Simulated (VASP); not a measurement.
Write the native input for VASP 6.6.1 that does the following.

```yaml
Task: single point
Functional: PBE
Potentials_or_basis: VASP PAW PBE potentials, release 64 (Zn, S)
Cutoff: 520 eV
k_mesh: 7 × 5 × 1
Occupations: gaussian, width 0.05 eV
Spin: no spin polarisation
Dipole_correction: yes
Further_INCAR_settings: ALGO = Normal; EDIFF = 1e-06; NBANDS = 66
```

The structure of ZnS lies in POSCAR:

```
ZnS
1.0
    3.8482933217      0.0000000000      0.0000000000
    0.0000000000      5.4423086076      0.0000000000
    0.0000000000      0.0000000000     24.6207333043
Zn S
6 6
Direct
    0.5000000000      0.4464422164      0.3222317445
    0.0000000000      0.0152373228      0.3784466298
    0.5000000000      0.5128254723      0.4627842829
    0.0000000000      0.0128254681      0.5372157170
    0.5000000000      0.5152372618      0.6215533684
    0.0000000000     -0.0535578094      0.6777682558
    0.0000000000      0.2496312895      0.2990632734
    0.5000000000      0.7645134123      0.3837974485
    0.0000000000      0.2613503878      0.4595058777
    0.5000000000      0.7613503754      0.5404941215
    0.0000000000      0.2645133638      0.6162025523
    0.5000000000      0.7496312393      0.7009367280
```

These files were run (other wordings do the same):

INCAR

```
SYSTEM = ZnS
PREC     = Accurate       ! precision mode
ENCUT    = 520            ! plane-wave cutoff, eV
EDIFF    = 1E-6           ! SCF threshold, eV
ISMEAR   = 0              ! smearing method
SIGMA    = 0.05           ! smearing width, eV
LREAL    = .False.        ! projectors in reciprocal space
LASPH    = .True.         ! aspherical terms in the spheres
NELM     = 80             ! most SCF steps
ALGO     = Normal         ! electronic algorithm
ISIF     = 2              ! what is computed and relaxed
LWAVE    = .False.        ! write WAVECAR
LCHARG   = .False.        ! write CHGCAR
LDIPOL   = .True.       
IDIPOL   = 3            
DIPOL    = 0.5 0.5 0.500
GGA      = PE             ! functional
NBANDS   = 66             ! bands
```

KPOINTS

```
Automatic mesh
0
Gamma
  7 5 1
  0 0 0
```

Potentials or basis: VASP PAW PBE potentials, release 64 (Zn, S).

The run is started by

```console
$ cat potpaw_PBE.64/Zn/POTCAR potpaw_PBE.64/S/POTCAR > POTCAR
$ mpirun -np 1 vasp_std > vasp.out
```

It gave:

```yaml
Largest_force: 0.025 eV/Å
Band_gap_on_the_k_mesh: 2.30 eV
```

It took 9.4 min on 1 thread of Intel(R) Xeon(R) 6975P-C (Granite Rapids) (shared host), peak memory 0.67 GiB.
